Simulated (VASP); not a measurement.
# Mg9S7 (a cell with a defect) in VASP: further runs, part 2 of 2

VASP 6.6.1.

## (3) Relaxation of the atoms, PBE

File INCAR:

```
PREC     = Accurate       # precision mode
ENCUT    = 520            # plane-wave cutoff, eV
EDIFF    = 1E-7           # SCF threshold, eV
ISMEAR   = -1             # smearing method
SIGMA    = 0.05           # smearing width, eV
LREAL    = False          # projectors in reciprocal space
LASPH    = True           # aspherical terms in the spheres
NELM     = 120            # most SCF steps
ALGO     = Normal         # electronic algorithm
ISIF     = 2              # what is computed and relaxed
LWAVE    = False          # write WAVECAR
LCHARG   = False          # write CHGCAR
GGA      = PE             # functional
IBRION   = 2              # ionic algorithm
NSW      = 60             # ionic steps
EDIFFG   = -0.02          # ionic threshold
NELECT   = 58.0         
GGA_COMPAT= False        
NELMIN   = 4
```

File KPOINTS:

```
Automatic mesh
0
Gamma
  2 2 2
```

File POSCAR:

```
Mg9S7
1.0
    0.0000000000      5.2033000000      5.2033000000
    5.2033000000      0.0000000000      5.2033000000
    5.2033000000      5.2033000000      0.0000000000
Mg S
9 7
Direct
    0.0000000000      0.0000000000      0.0000000000
    0.2500000000      0.2500000000      0.2500000000
    0.0000000000      0.0000000000      0.5000000000
    0.0000000000      0.5000000000      0.0000000000
    0.0000000000      0.5000000000      0.5000000000
    0.5000000000      0.0000000000      0.0000000000
    0.5000000000      0.0000000000      0.5000000000
    0.5000000000      0.5000000000      0.0000000000
    0.5000000000      0.5000000000      0.5000000000
    0.2500000000      0.2500000000      0.7500000000
    0.2500000000      0.7500000000      0.2500000000
    0.2500000000      0.7500000000      0.7500000000
    0.7500000000      0.2500000000      0.2500000000
    0.7500000000      0.2500000000      0.7500000000
    0.7500000000      0.7500000000      0.2500000000
    0.7500000000      0.7500000000      0.7500000000
```

Potentials or basis: VASP PAW PBE potentials, release 64 (Mg, S).

On the command line:

```bash
cat potpaw_PBE.64/Mg/POTCAR potpaw_PBE.64/S/POTCAR > POTCAR
mpirun -np 1 vasp_std > vasp.out
```

OUTCAR:

```text
PREC = Accurate
   ENCUT = 520
   EDIFF = 1E-7
   ISMEAR = -1
   LREAL = False
   LASPH = True
   NELM = 120
   ISIF = 2
   GGA = PE
   IBRION = 2
   NSW = 60
   EDIFFG = -0.02
   NELECT = 58.0
   NELMIN = 4

 ion  position               nearest neighbor table
   1  0.000  0.000  0.000-  10 2.60  11 2.60  12 2.60  13 2.60  14 2.60  15 2.60
   2  0.250  0.250  0.250-   3 2.60   4 2.60   5 2.60   6 2.60   7 2.60   8 2.60
   3  0.000  0.000  0.500-   2 2.60  11 2.60  12 2.60  13 2.60  14 2.60  16 2.60
   4  0.000  0.500  0.000-   2 2.60  10 2.60  12 2.60  13 2.60  15 2.60  16 2.60
   5  0.000  0.500  0.500-   2 2.60  10 2.60  11 2.60  14 2.60  15 2.60  16 2.60
   6  0.500  0.000  0.000-   2 2.60  10 2.60  11 2.60  14 2.60  15 2.60  16 2.60
[... 8 lines left out ...]
  15  0.750  0.750  0.250-   1 2.60   4 2.60   5 2.60   6 2.60   7 2.60   9 2.60
  16  0.750  0.750  0.750-   3 2.60   4 2.60   5 2.60   6 2.60   7 2.60   8 2.60
[... 200 lines left out ...]
  -------------------------------------------------------------------------------------
  Total       -8.9389122     -8.9389122     -8.9389122      0.0000000      0.0000000      0.0000000
  in kB      -50.8310007    -50.8310007    -50.8310007      0.0000000      0.0000000      0.0000000
  external PRESSURE =     -50.8310007 kB  Pullay stress =       0.0000000 kB
[... 137 lines left out ...]
--------------------------------------- Ionic step        4  -------------------------------------------

 number of electron      57.9999998 magnetization

 Free energy of the ion-electron system (eV)
  ---------------------------------------------------
  ext. energy  EPLUGINS =         0.00000000
  ---------------------------------------------------
  free energy    TOTEN  =       -69.36937689 eV

  energy without entropy =      -69.36908076  energy(sigma->0) =      -69.36922882

 E-fermi :   4.4819     XC(G=0):  -9.4933

 val. band max:        4.0968983973   @ k =   0.5000   0.5000   0.0000
 cond. band min:       4.8673512929   @ k =   0.5000   0.5000   0.0000
 fundamental gap:      0.7704528956
 Fermi energy:         4.4819175164

 k-point     1 :       0.0000    0.0000    0.0000
  band No.  band energies     occupation
      1      -9.2160      2.00000
      2      -8.1150      2.00000
      3      -7.5469      2.00000
      4      -7.5469      2.00000
      5      -7.5469      2.00000
      6      -7.1805      2.00000
[... 155 lines left out ...]
  FREE ENERGIE OF THE ION-ELECTRON SYSTEM (eV)
  ---------------------------------------------------
  free  energy   TOTEN  =       -69.3693768881 eV

  energy  without entropy=      -69.3690807573  energy(sigma->0) =      -69.36922882

 reached required accuracy - stopping structural energy minimisation
```

Wall time 1.9 min (1 thread of Intel Xeon 6975P-C (Granite Rapids), shared host); peak memory 0.45 GiB.

What came out:

```
Free energy                  : -69.3694 eV
Energy gained by relaxing    : 117.0 meV/atom
Ionic steps                  : 4
Largest force after relaxing : 0.010 eV/Å
```

Forces on the atoms (eV/Å):
```
Mg   0.000  0.000  0.000
Mg   0.000  0.000  0.000
Mg   0.000  0.000  0.010
Mg   0.000  0.010  0.000
Mg  -0.010  0.000  0.000
Mg   0.010  0.000  0.000
Mg   0.000 -0.010  0.000
Mg   0.000  0.000 -0.010
Mg   0.000  0.000  0.000
S    0.000  0.000  0.000
S    0.000  0.000  0.000
S    0.000  0.000  0.000
S    0.000  0.000  0.000
S    0.000  0.000  0.000
S    0.000  0.000  0.000
S    0.000  0.000  0.000
```

Step by step:
| step | energy change (eV) | largest force (eV/Å) | pressure (GPa) |
| --- | --- | --- | --- |
| 1 | 0.0000 | 2.7264 | -5.08 |
| 2 | -1.6057 | 1.1578 | -4.97 |
| 3 | -1.8651 | 0.1874 | -4.58 |
| 4 | -1.8717 | 0.0103 | -4.47 |

Final structure:
```
Mg S
1.0
     0.00000    5.20330    5.20330
     5.20330    0.00000    5.20330
     5.20330    5.20330    0.00000
Mg S
9 7
Direct
  0.00000 0.00000 0.00000
  0.25000 0.25000 0.25000
  0.98007 0.98007 0.51993
  0.98007 0.51993 0.98007
  0.98007 0.51993 0.51993
  0.51993 0.98007 0.98007
  0.51993 0.98007 0.51993
  0.51993 0.51993 0.98007
  0.50000 0.50000 0.50000
  0.25000 0.25000 0.75000
  0.25000 0.75000 0.25000
  0.25000 0.75000 0.75000
  0.75000 0.25000 0.25000
  0.75000 0.25000 0.75000
  0.75000 0.75000 0.25000
  0.75000 0.75000 0.75000
```

Caveat: the k points lie up to 0.52 Å⁻¹ apart; the cell carries a net charge on a neutralising background, which shifts energy and pressure; the cell is charged against a uniform background, so pressure and absolute levels hang on convention.
